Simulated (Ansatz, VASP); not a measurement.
# One calculation of Ti2SiGe2, two programs

Contents of INCAR:

```
SYSTEM = Ti2SiGe2
PREC     = Accurate       ! precision mode
ENCUT    = 520            ! plane-wave cutoff, eV
EDIFF    = 1E-7           ! SCF threshold, eV
ISMEAR   = 0              ! smearing method
SIGMA    = 0.1            ! smearing width, eV
LREAL    = .FALSE.        ! projectors in reciprocal space
LASPH    = .TRUE.         ! aspherical terms in the spheres
NELM     = 60             ! most SCF steps
ALGO     = Normal         ! electronic algorithm
ISIF     = 2              ! what is computed and relaxed
LWAVE    = .FALSE.        ! write WAVECAR
LCHARG   = .TRUE.         ! write CHGCAR
GGA      = PE             ! functional
LELF     = .TRUE.         ! ELF
LVHAR    = .TRUE.       
NBANDS   = 36             ! bands
```

File KPOINTS:

```
Automatic mesh
0
G
  6 6 6
  0 0 0
```

File POSCAR:

```
Ti2SiGe2
1.0
    1.7002365400      0.9816320200      7.8954167900
   -1.7002365400      0.9816320200      7.8954167900
    0.0000000000     -1.9632640400      7.8954167900
Ti Si Ge
2 1 2
Direct
    0.2116000100      0.2116000100      0.2116000100
    0.7883999900      0.7883999900      0.7883999900
    0.0000000000      0.0000000000      0.0000000000
    0.3980599900      0.3980599900      0.3980599900
    0.6019400100      0.6019400100      0.6019400100
```

Input for Ansatz:

```yaml
crystal:
  lattice:
    - [1.70023654, 0.98163202, 7.89541679]
    - [-1.70023654, 0.98163202, 7.89541679]
    - [0.0, -1.96326404, 7.89541679]
  atoms:
    - { symbol: Ti, position: [0.21160001, 0.21160001, 0.21160001] }
    - { symbol: Ti, position: [0.78839999, 0.78839999, 0.78839999] }
    - { symbol: Si, position: [0.0, 0.0, 0.0] }
    - { symbol: Ge, position: [0.39805999, 0.39805999, 0.39805999] }
    - { symbol: Ge, position: [0.60194001, 0.60194001, 0.60194001] }
basis:
  ecutwfc: 420
kpoints:
  mp_grid: { grid: [6, 6, 6] }
hamiltonian:
  xc: pbe
scf:
  occupations: { method: gaussian, width: 0.1 }
  lower_state_search: "off"
output:
  forces: true
  stress: true
  eigenvalues: true
```

Change from the starting cell: species swapped into the Bi2TeSe2 type (R-3m, No. 166).

Alike in both runs: task single point; functional PBE; k mesh 6 × 6 × 6; occupations gaussian, width 0.1 eV; no spin polarisation.

|  | VASP | Ansatz |
| --- | --- | --- |
| version | VASP 6.6.1 | Ansatz 0.2.0 |
| potentials or method | VASP PAW PBE potentials, release 64 (Ti_sv, Si, Ge_d), cutoff 520 eV | scalar-relativistic, plane waves, PAW |
| valence electrons in the cell | 56 | 56 |

|  | VASP | Ansatz | Ansatz less VASP |
| --- | --- | --- | --- |
| gap on the k mesh at the Fermi level (eV) | none | none | - |
| pressure (GPa) | 21.0 | 20.9 | -0.06 |
| traceless stress, the component that is largest in VASP (GPa) | -0.60 | -0.57 | +0.036 |
| rms of the force components (eV/Å) | 1.246 | 1.234 | -0.0118 |

Atom by atom the forces differ by 0.012 eV/Å (rms over components). A gap of «none» marks a metal or a gap that the smearing closes.
